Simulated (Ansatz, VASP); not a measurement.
## One calculation of WSe2, two programs

```
Se W
1.0
     3.28549    0.00000    0.00000
    -1.64275    2.84532    0.00000
     0.00000    0.00000   24.23865
Se W
4 2
Direct
  0.33333 0.66667 0.18565
  0.33333 0.66667 0.32466
  0.50000 0.33333 0.45297
  0.50000 0.33333 0.59197
  0.66667 0.33333 0.25516
  0.16667 0.66667 0.52247
```

Alike in both runs: task single point; functional PBE; dispersion D3(BJ); k mesh 9 × 9 × 1; occupations gaussian, width 0.05 eV; no spin polarisation.

```csv
,VASP,Ansatz
version,VASP 6.6.1,Ansatz 0.2.0
potentials or method,"VASP PAW PBE potentials, release 64 (Se, W_sv), cutoff 520 eV","scalar-relativistic, plane waves, PAW"
valence electrons in the cell,52,92
```

```tsv
	VASP	Ansatz	Ansatz less VASP
gap on the k mesh at the Fermi level (eV)	1.39	1.39	+0.005
least direct gap on the mesh (eV)	1.62	1.63	+0.004
rms of the force components (eV/Å)	0.027	0.029	+0.0027
```

VASP's potentials hold 52 valence electrons a cell and Ansatz's 92, so a difference there can come from the potentials and not from the codes.

Neither program's run includes spin-orbit coupling.
